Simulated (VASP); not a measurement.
# Si17O32 (a cell with a defect) in VASP: further runs

Si17O32 (a cell with a defect) is run at these levels: PBEsol; tasks: single point.

All numbers are computed with VASP 6.6.1; they aren't measurements. Logs are shortened: lines on timing, memory, paths and dates and some standing lists are left out, and cuts for length are marked.

### 1 The cell of the first run

The cell holds a defect, 49 atoms: a = 10.090 Å, b = 8.667 Å, c = 8.320 Å, α = 90.00°, β = 88.35°, γ = 90.00°.

### 2 Single point, PBEsol

Contents of INCAR:

```
  PREC = Accurate
  ENCUT = 520
  EDIFF = 1E-6
  ISMEAR = 0
  SIGMA = 0.02
  LREAL = Auto
  LASPH = True
  NELM = 120
  ALGO = Normal
  ISIF = 2
  LWAVE = False
  LCHARG = False
  GGA = PS
  NBANDS = 160
  GGA_COMPAT = False
  KPAR = 2
  NCORE = 2
```

Contents of KPOINTS:

```
regular mesh
0
Gamma
  2 2 2
```

Contents of POSCAR:

```
Si17O32
1.0
  -10.0895850000      0.0000000000      0.0000000000
    0.0000000000     -8.6670390000      0.0000000000
   -0.2390190000      0.0000000000      8.3166190000
Si O
17 32
Direct
    0.4482682930      0.6800854363      0.7148885863
    0.4600978788      0.3471419709      0.8386418808
    0.4520279835      0.3064374119      0.2129087553
    0.4421983046      0.6204123461      0.3876495965
    0.2074028794      0.1956614018      0.7136295410
    0.2242376850      0.8606900234      0.8473795661
    0.2352694134      0.8091231619      0.2258073864
    0.2019671754      0.1452130307      0.3409771447
    0.9740347202      0.6869401418      0.7116668444
    0.9531883923      0.3504196762      0.8341625365
    0.9575052946      0.3121488204      0.2070502448
    0.9804693256      0.6524029718      0.3278961078
    0.7095487268      0.1770390095      0.7091980527
    0.7127162393      0.8390274925      0.8194408088
    0.7354330583      0.8136777739      0.1944014749
    0.7057399543      0.1471084877      0.3338092078
    0.6627473011      0.5743962846      0.4661753773
    0.4379713422      0.2877942513      0.0209603205
    0.4055376998      0.4764849910      0.2688652684
    0.6490439435      0.6872982803      0.2947379217
    0.3577068387      0.6370529774      0.5603840936
    0.6097857201      0.3113505085      0.7736838732
    0.6086860884      0.7370870259      0.7057262092
    0.4403529305      0.5329523728      0.8351289148
    0.6052740521      0.2755217785      0.2622051100
    0.2292810264      0.8296390497      0.0351879772
    0.1746984757      0.9657757396      0.3048120877
    0.3569425241      0.1802647940      0.3004366318
    0.1692693266      0.1716857395      0.5293794269
    0.3758911504      0.8332422411      0.7839388819
    0.3585950842      0.2574262098      0.7234965315
    0.1850737469      0.0377181873      0.8135114762
    0.3836739653      0.7690489220      0.2840398244
    0.9228891951      0.3028801416      0.0190780653
    0.9291225064      0.4857923219      0.2687756888
    0.1331778834      0.6702222062      0.2693569346
    0.9791041793      0.6582559511      0.5211349708
    0.1085685439      0.3240422710      0.7901901001
    0.1176960635      0.7457699221      0.7679873275
    0.9264275981      0.5330745598      0.8084671187
    0.1086745476      0.2578146931      0.2363908939
    0.7069291085      0.7836623327      0.0057387503
    0.6826461108      0.9836147039      0.2452066158
    0.8582764049      0.1969984213      0.3038388557
    0.6794379479      0.1310099101      0.5254564385
    0.8625056865      0.8183033444      0.7486583190
    0.8596770335      0.2423091669      0.7244507654
    0.6810916561      0.0222442751      0.8154282407
    0.8882508081      0.7860062704      0.2477667908
```

Potentials or basis: VASP PAW PBE potentials, release 64 (Si, O).

Run with:

```bash
cat potpaw_PBE.64/Si/POTCAR potpaw_PBE.64/O/POTCAR > POTCAR
mpirun -np 4 vasp_std > vasp.out
```

OUTCAR:

```text
PREC = Accurate
   ENCUT = 520
   EDIFF = 1E-6
   ISMEAR = 0
   LREAL = Auto
   LASPH = True
   NELM = 120
   ISIF = 2
   GGA = PS

 ion  position               nearest neighbor table
   1  0.448  0.680  0.715-  30 1.61  24 1.62  21 1.64  23 1.69   4 2.77   6 2.94   2 3.07  17 3.09
                            14 3.15
   2  0.460  0.347  0.839-  18 1.61  22 1.62  31 1.62  24 1.62   1 3.07   5 3.08  13 3.08   3 3.13

   3  0.452  0.306  0.213-  19 1.61  28 1.61  18 1.62  25 1.63   8 3.05   4 3.09  16 3.10   2 3.13

   4  0.442  0.620  0.388-  19 1.64  21 1.66  33 1.67  20 2.28  17 2.37   1 2.77   7 3.00   3 3.09

   5  0.207  0.196  0.714-  29 1.60  38 1.61  32 1.61  31 1.62  10 3.04   2 3.08   6 3.12   8 3.13

   6  0.224  0.861  0.847-  26 1.59  32 1.61  39 1.62  30 1.62   1 2.94   5 3.12
   7  0.235  0.809  0.226-  26 1.60  36 1.62  27 1.62  33 1.62   4 3.00  12 3.01   8 3.08
   8  0.202  0.145  0.341-  29 1.61  27 1.61  28 1.62  41 1.63   3 3.05   7 3.08  11 3.09   5 3.13

   9  0.974  0.687  0.712-  37 1.60  39 1.62  40 1.62  46 1.62  14 3.06  10 3.09
  10  0.953  0.350  0.834-  34 1.61  38 1.62  40 1.62  47 1.63   5 3.04  13 3.09   9 3.09  11 3.12

  11  0.958  0.312  0.207-  44 1.61  35 1.61  34 1.61  41 1.62  16 3.08   8 3.09  10 3.12  12 3.13

  12  0.980  0.652  0.328-  37 1.61  36 1.61  35 1.62  49 1.64   7 3.01  15 3.08  11 3.13
  13  0.710  0.177  0.709-  45 1.62  22 1.62  47 1.63  48 1.63  14 3.07   2 3.08  10 3.09  16 3.14

  14  0.713  0.839  0.819-  46 1.62  48 1.62  42 1.62  23 1.68   9 3.06  13 3.07  15 3.14   1 3.15

  15  0.735  0.814  0.194-  20 1.62  43 1.62  42 1.62  49 1.63  12 3.08  16 3.13  17 3.14  14 3.14

  16  0.706  0.147  0.334-  44 1.61  45 1.61  43 1.62  25 1.63  11 3.08   3 3.10  15 3.13  13 3.14

  17  0.663  0.574  0.466-  20 1.74   4 2.37  23 2.49   1 3.09  15 3.14
  18  0.438  0.288  0.021-   2 1.61   3 1.62
  19  0.406  0.476  0.269-   3 1.61   4 1.64
  20  0.649  0.687  0.295-  15 1.62  17 1.74   4 2.28
  21  0.358  0.637  0.560-   1 1.64   4 1.66
  22  0.610  0.311  0.774-   2 1.62  13 1.62
  23  0.609  0.737  0.706-  14 1.68   1 1.69  17 2.49
  24  0.440  0.533  0.835-   1 1.62   2 1.62
  25  0.605  0.276  0.262-  16 1.63   3 1.63
  26  0.229  0.830  0.035-   6 1.59   7 1.60
  27  0.175  0.966  0.305-   8 1.61   7 1.62
  28  0.357  0.180  0.300-   3 1.61   8 1.62
  29  0.169  0.172  0.529-   5 1.60   8 1.61
[... 18 lines left out ...]
  48  0.681  0.022  0.815-  14 1.62  13 1.63
  49  0.888  0.786  0.248-  15 1.63  12 1.64

  LATTYP: Found a simple monoclinic cell.
 ALAT       =     8.3200529850
 B/A-ratio  =     1.0417047843
 C/A-ratio  =     1.2126827820
 COS(beta)  =    -0.0287280622

  Lattice vectors:

 A1 = (  -0.2390190000,   0.0000000000,   8.3166190000)
 A2 = (   0.0000000000,  -8.6670390000,   0.0000000000)
 A3 = (  10.0895850000,   0.0000000000,   0.0000000000)

Analysis of symmetry for initial positions (statically):
=====================================================================
 Subroutine PRICEL returns:
 Original cell was already a primitive cell.

 Routine SETGRP: Setting up the symmetry group for a
 simple monoclinic supercell.

 Subroutine GETGRP returns: Found  1 space group operations
 (whereof  1 operations were pure point group operations)
 out of a pool of  4 trial point group operations.

The static configuration has the point symmetry C_1 .

Analysis of symmetry for dynamics (positions and initial velocities):
=====================================================================
 Subroutine PRICEL returns:
 Original cell was already a primitive cell.

 Routine SETGRP: Setting up the symmetry group for a
 simple monoclinic supercell.

 Subroutine GETGRP returns: Found  1 space group operations
 (whereof  1 operations were pure point group operations)
 out of a pool of  4 trial point group operations.

The dynamic configuration has the point symmetry C_1 .

 Subroutine INISYM returns: Found  1 space group operations
 (whereof  1 operations are pure point group operations),
[... 47 lines left out ...]
   PSTRESS=    0.0 pullay stress
   NELECT =     260.0000    total number of electrons
   NUPDOWN=      -1.0000    fix difference up-down
   EMIN   =  10.00;   EMAX   =-10.00  energy-range for DOS
   EFERMI =   0.00;   METHOD = LEGACY
   ISMEAR =     0;   SIGMA  =   0.02  broadening in eV -4-tet -1-fermi 0-gaus
   EFERMI_NEDOS =   21; number of points for ismear=-14 and -15
   IALGO  =     38    algorithm
   IMIX   =      4    mixing-type and parameters
     AMIX     =   0.40;   BMIX     =  1.00
     AMIX_MAG =   1.60;   BMIX_MAG =  1.00
  volume/ion in A,a.u.               =      14.84       100.16
  Fermi-wavevector in a.u.,A,eV,Ry     =   1.161901  2.195674 18.368044  1.350013
  Thomas-Fermi vector in A             =   2.298468
   LORBIT       =      0    0 simple, 1 ext, 2 COOP (PROOUT), +10 PAW based schemes
   GGA     = PS    functional components
   LHFCALC =     F    Hartree Fock is set to
   AEXX    =    0.0000 exact exchange contribution
   IVDW    =     0    specifies the selected vdW correction
   LEPSILON=     F    determine dielectric tensor
   LRPA    =     F    only Hartree local field effects (RPA)
 non-spin polarized calculation
 Gauss-broadening in eV      SIGMA  =   0.02
  energy-cutoff  :      520.00
  volume of cell :      727.26
 maximum number of plane-waves:     19628
 NGX is ok and might be reduce to    80
   NGX = 37   NGY = 33   NGZ = 31

 number of electron     259.9999968 magnetization

 Free energy of the ion-electron system (eV)
  ---------------------------------------------------
  ext. energy  EPLUGINS =         0.00000000
  ---------------------------------------------------
  free energy    TOTEN  =      -395.72252043 eV

  energy without entropy =     -395.72252043  energy(sigma->0) =     -395.72252043

 E-fermi :   2.8892     XC(G=0):  -8.4584

 val. band max:        2.7489944956   @ k =   0.0000   0.5000   0.5000
 cond. band min:       4.6322070448   @ k =   0.0000   0.5000   0.0000
 fundamental gap:      1.8832125492
 Fermi energy:         2.8891765752

 k-point     1 :       0.0000    0.0000    0.0000
  band No.  band energies     occupation
      1     -19.3838      2.00000
      2     -18.9981      2.00000
      3     -18.9829      2.00000
      4     -18.9298      2.00000
      5     -18.8478      2.00000
      6     -18.5289      2.00000
[... 1149 lines left out ...]
    141       8.0726      0.00000
    142       8.3848      0.00000
 [bands above 142 left out]

------------------------ aborting loop because EDIFF is reached ----------------------------------------

  FORCE on cell =-STRESS in cart. coord.  units (eV):
  Direction    XX          YY          ZZ          XY          YZ          ZX
  --------------------------------------------------------------------------------------
  -------------------------------------------------------------------------------------
  Total        2.7198037      4.7528795      8.5539572      0.0563256      0.2006690     11.5917758
  in kB        5.9917997     10.4707195     18.8445944      0.1240867      0.4420791     25.5369894
  external PRESSURE =      11.7690379 kB  Pullay stress =       0.0000000 kB

 VOLUME and BASIS-vectors are now :
 -----------------------------------------------------------------------------
  energy-cutoff  :      520.00
  volume of cell :      727.26
      direct lattice vectors                 reciprocal lattice vectors
   -10.089585000  0.000000000  0.000000000    -0.099112104  0.000000000 -0.002848474
     0.000000000 -8.667039000  0.000000000     0.000000000 -0.115379658  0.000000000
    -0.239019000  0.000000000  8.316619000     0.000000000  0.000000000  0.120241170

 POSITION                                       TOTAL-FORCE (eV/Angst)
 -----------------------------------------------------------------------------------
     -4.69371     -5.89433      5.94546         0.035139     -0.082291      0.162892
     -4.84265     -3.00869      6.97467        -0.011855     -0.021718      0.024999
     -4.61166     -2.65590      1.77068        -0.007699      0.040445     -0.023902
     -4.55425     -5.37714      3.22393         0.013980      0.099838      0.091669
     -2.26318     -1.69581      5.93498        -0.014585     -0.029222      0.022930
     -2.46500     -7.45963      7.04733         0.081155     -0.071017      0.015799
[... 41 lines left out ...]
     -7.06683     -0.19279      6.78161         0.073967      0.019485     -0.004340
     -9.02130     -6.81235      2.06058        -0.144119     -0.074094     -0.115392
 -----------------------------------------------------------------------------------
    total drift:                                0.000395     -0.010824     -0.035453

  FREE ENERGIE OF THE ION-ELECTRON SYSTEM (eV)
  ---------------------------------------------------
  free  energy   TOTEN  =      -395.7225204325 eV

  energy  without entropy=     -395.7225204325  energy(sigma->0) =     -395.72252043
```

It took 6.8 min on 4 MPI ranks of Intel Xeon Platinum 8259CL at 2.50GHz (Skylake/Cascade Lake), shared host; peak memory 0.61 GiB.

Results:

```yaml
Free_energy: -395.7225 eV
Pressure: 1.2 GPa
Largest_force: 0.263 eV/Å
Band_gap_on_the_k_mesh: 1.88 eV
```

Forces in eV/Å, atoms in the order of the input:
```
Si   0.035 -0.082  0.163
Si  -0.012 -0.022  0.025
Si  -0.008  0.040 -0.024
Si   0.014  0.100  0.092
Si  -0.015 -0.029  0.023
Si   0.081 -0.071  0.016
Si  -0.048  0.019 -0.025
Si   0.007  0.011  0.039
Si  -0.033 -0.019 -0.034
Si   0.013 -0.010 -0.002
Si  -0.020  0.010 -0.006
Si  -0.050  0.012 -0.021
Si   0.025  0.002 -0.026
Si   0.106  0.036 -0.058
Si  -0.086 -0.061 -0.112
Si  -0.017 -0.010  0.002
Si   0.034  0.007 -0.260
O   -0.026  0.021  0.034
O    0.114  0.054  0.034
O   -0.164  0.037 -0.107
O    0.109  0.064  0.144
O   -0.056  0.001 -0.038
O    0.090 -0.015 -0.013
O   -0.069 -0.027  0.101
O   -0.019 -0.018  0.026
O   -0.005 -0.048  0.178
O    0.000  0.075  0.119
O   -0.022  0.117 -0.010
O    0.002 -0.070 -0.053
O    0.034 -0.120  0.061
O   -0.010 -0.040  0.018
O    0.050 -0.048 -0.017
O   -0.056  0.033  0.083
O    0.014  0.000 -0.019
O   -0.018 -0.026 -0.022
O   -0.109  0.099  0.042
O    0.032 -0.022 -0.035
O    0.040 -0.075  0.032
O    0.075  0.015  0.006
O    0.059 -0.011 -0.008
O   -0.047  0.025 -0.037
O   -0.002  0.041 -0.049
O   -0.071  0.028 -0.071
O   -0.030 -0.010  0.043
O    0.025  0.039  0.004
O    0.104 -0.012 -0.086
O    0.002  0.018 -0.031
O    0.074  0.019 -0.004
O   -0.144 -0.074 -0.115
```

Stress tensor (GPa, compression positive):
```
0.60 0.01 2.55
0.01 1.05 0.04
2.55 0.04 1.88
```

Levels at points of the mesh, in eV from the valence-band top:
```
           k point  band 126  band 127  band 128  band 129  band 130  band 131  band 132  band 133  band 134  band 135
(0.00, 0.00, 0.00)     -3.03     -2.78     -2.73     -2.60      0.00      1.94      2.86      3.16      4.66      4.84
(0.50, 0.00, 0.00)     -3.04     -2.79     -2.74     -2.60     -0.02      1.96      3.06      3.55      3.60      4.81
(0.00, 0.50, 0.00)     -2.99     -2.79     -2.68     -2.60      0.00      1.88      3.07      3.71      3.94      4.77
(0.50, 0.50, 0.00)     -3.00     -2.76     -2.74     -2.57     -0.02      1.91      3.10      4.04      4.24      4.28
(0.00, 0.00, 0.50)     -3.07     -2.96     -2.83     -2.73      0.00      1.97      2.84      3.72      4.14      4.78
(0.50, 0.00, 0.50)     -3.07     -2.99     -2.82     -2.74     -0.02      1.99      2.92      4.10      4.23      4.33
(0.00, 0.50, 0.50)     -3.02     -2.99     -2.79     -2.71      0.00      1.97      2.98      4.16      4.31      4.46
(0.50, 0.50, 0.50)     -3.04     -3.00     -2.80     -2.72     -0.01      1.99      3.00      4.35      4.53      4.59
```

Caveat: the PAW data sets were made with another functional, which shifts forces and pressure a little.

### 3 Single point, PBEsol

Contents of INCAR:

```
PREC = Accurate
ENCUT = 520
EDIFF = 1E-6
ISMEAR = 0
SIGMA = 0.02
LREAL = Auto
LASPH = T
NELM = 120
ALGO = Normal
ISIF = 2
LWAVE = F
LCHARG = F
GGA = PS
NBANDS = 160
GGA_COMPAT = F
KPAR = 2
NCORE = 2
```

Contents of KPOINTS:

```
Automatic mesh
0
Gamma
  2 2 2
```

Contents of POSCAR:

```
Si17O32
1.0
  -10.0895850000      0.0000000000      0.0000000000
    0.0000000000     -8.6670390000      0.0000000000
   -0.2390190000      0.0000000000      8.3166190000
Si O
17 32
Direct
    0.4454835364      0.6827762053      0.7283521104
    0.4573540912      0.3514539395      0.8424895982
    0.4459622992      0.2956797587      0.2145874423
    0.4376569250      0.6072171822      0.3870832606
    0.2031690833      0.2048703138      0.7126222808
    0.2165491502      0.8702234985      0.8536473776
    0.2372978577      0.8078539857      0.2299737429
    0.1995135614      0.1364196007      0.3427341087
    0.9701768565      0.6929292692      0.7077225733
    0.9484445208      0.3583399129      0.8320275343
    0.9587346992      0.3100047202      0.2050036199
    0.9896282612      0.6506954682      0.3253864341
    0.7057826165      0.1822428629      0.7079366026
    0.7120187973      0.8452829161      0.8127840172
    0.7505638310      0.8122200673      0.1878446037
    0.7052372740      0.1431681570      0.3332227916
    0.6628226472      0.5589088730      0.4340138703
    0.4379275300      0.2837476559      0.0218098244
    0.3882679016      0.4586275659      0.2804337917
    0.6721975316      0.6697574570      0.2688776533
    0.3691693080      0.6254525911      0.5685693910
    0.6052576865      0.3171693355      0.7698974788
    0.6020721445      0.7411720427      0.7152524361
    0.4370365065      0.5375535982      0.8519490913
    0.6006204416      0.2694036568      0.2632845150
    0.2284300098      0.8541906873      0.0439379272
    0.1737589952      0.9526757639      0.3301739565
    0.3548775112      0.1604098009      0.2929189133
    0.1687491782      0.1848030221      0.5265222562
    0.3653255186      0.8348167119      0.7853941608
    0.3541042653      0.2658822696      0.7263603154
    0.1781827044      0.0454338558      0.8095066036
    0.3850583469      0.7591307712      0.2846053186
    0.9214678214      0.3112328213      0.0176809831
    0.9365156464      0.4824483887      0.2738727120
    0.1413525878      0.6606008119      0.2603016923
    0.9912195512      0.6602907867      0.5187164399
    0.1039532579      0.3340648404      0.7869532078
    0.1074272654      0.7527093163      0.7835422063
    0.9180021688      0.5400010315      0.8034511380
    0.1069362196      0.2416381189      0.2287304492
    0.7260136573      0.7932658432     -0.0021149219
    0.6882467359      0.9750794937      0.2508464077
    0.8557797372      0.1977310821      0.2995351837
    0.6785960887      0.1321281697      0.5247703424
    0.8558728262      0.8242767801      0.7241364550
    0.8558007733      0.2472653002      0.7246342534
    0.6766073596      0.0278404193      0.8141885543
    0.9037756198      0.7891912105      0.2431231971
```

Potentials or basis: VASP PAW PBE potentials, release 64 (Si, O).

Run with:

```bash
cat potpaw_PBE.64/Si/POTCAR potpaw_PBE.64/O/POTCAR > POTCAR
mpirun -np 4 vasp_std > vasp.out
```

Wall time 5.2 min (4 MPI ranks of Intel Xeon 6975P-C (Granite Rapids), shared host); peak memory 0.6 GiB.

It converged, with:

- Free energy: -396.1719 eV
- Pressure: 1.1 GPa
- Largest force: 0.149 eV/Å
- Band gap on the k mesh: 1.80 eV

Forces in eV/Å, atoms in the order of the input:
```
Si   0.018 -0.041  0.067
Si   0.002 -0.019  0.029
Si  -0.002  0.041 -0.011
Si  -0.029  0.039  0.006
Si  -0.003 -0.018  0.010
Si   0.054 -0.045  0.004
Si  -0.043 -0.031 -0.052
Si   0.010  0.010  0.031
Si  -0.042 -0.018  0.008
Si   0.019 -0.031 -0.009
Si  -0.004  0.036 -0.015
Si  -0.038  0.019  0.021
Si   0.021 -0.011 -0.028
Si   0.043  0.017 -0.038
Si  -0.022 -0.030 -0.056
Si   0.015 -0.005  0.007
Si   0.025  0.061 -0.046
O   -0.007  0.000  0.013
O    0.088  0.041  0.060
O   -0.100  0.026 -0.050
O    0.038  0.045  0.043
O   -0.028 -0.012 -0.015
O    0.020 -0.024  0.005
O   -0.039 -0.023  0.093
O   -0.003 -0.005  0.012
O   -0.002 -0.065  0.134
O    0.004  0.064  0.110
O   -0.010  0.102 -0.009
O   -0.008 -0.064 -0.036
O   -0.001 -0.034  0.018
O   -0.015 -0.043  0.010
O    0.020 -0.053 -0.036
O   -0.045  0.011  0.001
O    0.026  0.004 -0.002
O   -0.015 -0.018 -0.009
O   -0.058  0.089 -0.008
O   -0.007 -0.003 -0.089
O    0.034 -0.058  0.020
O    0.060 -0.002  0.021
O    0.058 -0.009 -0.009
O   -0.013  0.038 -0.035
O   -0.012  0.031 -0.018
O   -0.053  0.040 -0.048
O   -0.025 -0.010  0.012
O    0.028  0.029  0.024
O    0.081 -0.035 -0.069
O    0.016  0.006 -0.037
O    0.039  0.011  0.035
O   -0.097 -0.051 -0.072
```

Stress tensor (GPa, compression positive):
```
1.06 0.65 2.43
0.65 0.29 0.24
2.43 0.24 2.05
```

Levels at points of the mesh, in eV from the valence-band top:
| k point | band 126 | band 127 | band 128 | band 129 | band 130 | band 131 | band 132 | band 133 | band 134 | band 135 |
| --- | --- | --- | --- | --- | --- | --- | --- | --- | --- | --- |
| (0.00, 0.00, 0.00) | -2.93 | -2.85 | -2.75 | -2.64 | 0.00 | 1.82 | 2.92 | 3.41 | 4.73 | 4.93 |
| (0.50, 0.00, 0.00) | -2.96 | -2.85 | -2.76 | -2.64 | -0.02 | 1.83 | 3.27 | 3.62 | 3.70 | 5.08 |
| (0.00, 0.50, 0.00) | -2.95 | -2.81 | -2.75 | -2.64 | 0.00 | 1.80 | 3.31 | 3.78 | 3.99 | 4.87 |
| (0.50, 0.50, 0.00) | -2.96 | -2.81 | -2.76 | -2.63 | -0.01 | 1.81 | 3.35 | 4.08 | 4.29 | 4.35 |
| (0.00, 0.00, 0.50) | -3.04 | -2.95 | -2.92 | -2.82 | -0.01 | 1.83 | 3.09 | 3.80 | 4.25 | 4.98 |
| (0.50, 0.00, 0.50) | -3.06 | -3.00 | -2.90 | -2.83 | -0.02 | 1.84 | 3.21 | 4.14 | 4.33 | 4.40 |
| (0.00, 0.50, 0.50) | -3.03 | -2.96 | -2.88 | -2.80 | 0.00 | 1.84 | 3.27 | 4.22 | 4.46 | 4.51 |
| (0.50, 0.50, 0.50) | -3.03 | -2.99 | -2.88 | -2.82 | -0.01 | 1.85 | 3.29 | 4.44 | 4.64 | 4.66 |

Caveat: the PAW data sets were made with another functional, which shifts forces and pressure a little.
